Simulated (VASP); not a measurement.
Input of a VASP 6.6.1 run:

INCAR

```
PREC     = Accurate       # precision mode
ENCUT    = 520            # plane-wave cutoff, eV
EDIFF    = 1E-7           # SCF threshold, eV
ISMEAR   = 0              # smearing method
SIGMA    = 0.05           # smearing width, eV
LREAL    = False          # projectors in reciprocal space
LASPH    = True           # aspherical terms in the spheres
NELM     = 60             # most SCF steps
ALGO     = Normal         # electronic algorithm
ISIF     = 2              # what is computed and relaxed
LWAVE    = False          # write WAVECAR
LCHARG   = False          # write CHGCAR
GGA      = PE             # functional
NBANDS   = 25             # bands
```

Contents of KPOINTS:

```
Automatic mesh
0
Gamma
  6 6 10
```

File POSCAR:

```
SiO2
1.0
    4.4228761334      0.0000000000      0.0000000000
    0.0000000000      4.4228761334      0.0000000000
    0.0000000000      0.0000000000      2.5657104450
Si O
2 4
Direct
    0.5000000000      0.5000000000      0.5000000000
    0.0000000000      0.0000000000      0.0000000000
    0.6930127928      0.6930127928      0.0000000000
    0.1930127928      0.8069872072      0.5000000000
    0.3069872072      0.3069872072      0.0000000000
    0.8069872072      0.1930127928      0.5000000000
```

Potentials or basis: VASP PAW PBE potentials, release 64 (Si, O).

Launch:

```bash
$ cat potpaw_PBE.64/Si/POTCAR potpaw_PBE.64/O/POTCAR > POTCAR
$ mpirun -np 1 vasp_std > vasp.out
```

(1) What does it give for the pressure?

(2) What does it give for the largest force?

Results:

(1) -4.8 GPa.

(2) 1.016 eV/Å.

Caveat: forces of over 1 eV/Å act on the atoms, so gaps and moduli don't describe the material at rest.
